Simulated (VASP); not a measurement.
A run of VASP 6.6.1 is set up as follows.

The input INCAR:

```
ALGO = Normal ; EDIFF = 1E-6
ENCUT = 520 ; GGA = PE
ISIF = 2 ; ISMEAR = 0
ISPIN = 2 ; LASPH = T
LCHARG = F ; LORBIT = 11
LREAL = F ; LWAVE = F
MAGMOM = 0 0 0 0 1 ; NBANDS = 30
NELM = 150 ; PREC = Accurate
SIGMA = 0.1
```

File KPOINTS:

```
k-points
0
Gamma
  6 6 4
```

File POSCAR:

```
Zn2Si2N
1.0
    3.5316599165      0.0000000000      0.0000000000
    0.0000000000      3.5316599165      0.0000000000
    0.0000000000      0.0000000000      7.4393978622
Zn Si N
2 2 1
Direct
    0.0000000000      0.0000000000      0.2393721315
    0.0000000000      0.0000000000      0.7606278685
    0.0000000000      0.5000000000      0.5000000000
    0.5000000000      0.0000000000      0.5000000000
    0.0000000000      0.0000000000      0.0000000000
```

Potentials or basis: VASP PAW PBE potentials, release 64 (Zn, Si, N).

The run is started by

```sh
$ cat potpaw_PBE.64/Zn/POTCAR potpaw_PBE.64/Si/POTCAR potpaw_PBE.64/N/POTCAR > POTCAR
$ mpirun -np 1 vasp_std > vasp.out
```

Question: What does it give for the net moment?

Answer: 0.91 μB per cell.

Question: What does it give for the site moments?

Answer: Zn +0.01; Si +0.01; N +0.63 μB.

Question: What does it give for the pressure?

Answer: 1.0 GPa.

Question: Estimate the largest force.

Answer: 0.478 eV/Å.

Forces in eV/Å, atoms in the order of the input:
```
Zn   0.000  0.000  0.478
Zn   0.000  0.000 -0.478
Si   0.000  0.000  0.000
Si   0.000  0.000  0.000
N    0.000  0.000  0.000
```
